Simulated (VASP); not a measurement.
**CuI: single point with r2SCAN**

The system is CuI.

```xyz
4
Lattice="3.4890 -3.5781 0.0000 3.4890 3.5781 0.0000 0.0000 0.0000 4.3039" Properties=species:S:1:pos:R:3 pbc="T T T"
Cu    3.4890    0.5984    3.2279
Cu    3.4890   -0.5984    1.0760
I     3.4890   -1.9996    3.2279
I     3.4890    1.9996    1.0760
```

This cell differs from its parent crystal: strain -0.4%.

- Program: VASP 6.6.1
- Task: single point
- Functional: r2SCAN
- Potentials or basis: VASP PAW PBE potentials, release 64 (Cu, I)
- Cutoff: 520 eV
- k mesh: 6 × 6 × 6
- Occupations: gaussian, width 0.01 eV
- Spin: no spin polarisation
- Dipole correction: no
- Further INCAR settings: ALGO = Normal; EDIFF = 1e-06; NBANDS = 26

| Property | Result |
| --- | --- |
| Pressure | 1.4 GPa |
| Largest force | 0.037 eV/Å |
| Band gap on the k mesh | 1.35 eV |

Forces on the atoms (eV/Å):
```
Cu   0.000  0.037  0.000
Cu   0.000 -0.037  0.000
I    0.000  0.013  0.000
I    0.000 -0.013  0.000
```

Stress tensor (GPa, compression positive):
```
1.19 0.00 0.00
0.00 1.31 0.00
0.00 0.00 1.61
```

Levels at points of the mesh, in eV from the valence-band top:
```tsv
k point	band 14	band 15	band 16	band 17	band 18	band 19	band 20	band 21	band 22	band 23
(0.00, 0.00, 0.00)	-1.95	-1.90	-1.62	-1.01	0.00	1.35	1.75	2.48	5.01	5.35
(0.50, 0.00, 0.00)	-2.00	-1.93	-1.45	-1.44	-0.56	2.93	3.46	3.91	4.09	5.83
(0.50, 0.50, 0.00)	-2.11	-1.92	-1.22	-0.81	-0.30	1.82	3.13	4.15	5.33	6.35
(0.00, 0.00, 0.50)	-2.07	-1.94	-1.94	-1.81	-1.81	4.08	4.08	4.13	4.13	6.37
(0.50, 0.00, 0.50)	-2.10	-1.96	-1.96	-1.38	-1.38	2.33	2.33	3.73	3.73	8.14
(0.50, 0.50, 0.50)	-2.15	-1.91	-1.91	-1.77	-1.77	4.47	4.47	5.41	5.41	7.48
```

It took 9.2 min on 1 thread of Oxide Virtual Turin-like Processor, on a shared host, peak memory 0.28 GiB.

Caveat: the cell differs from its parent crystal (strain -0.4%); the PAW data sets were made with another functional, which shifts forces and pressure a little; spin-orbit coupling is left out, which moves the levels of the heavy elements. A k mesh can miss the band edges.
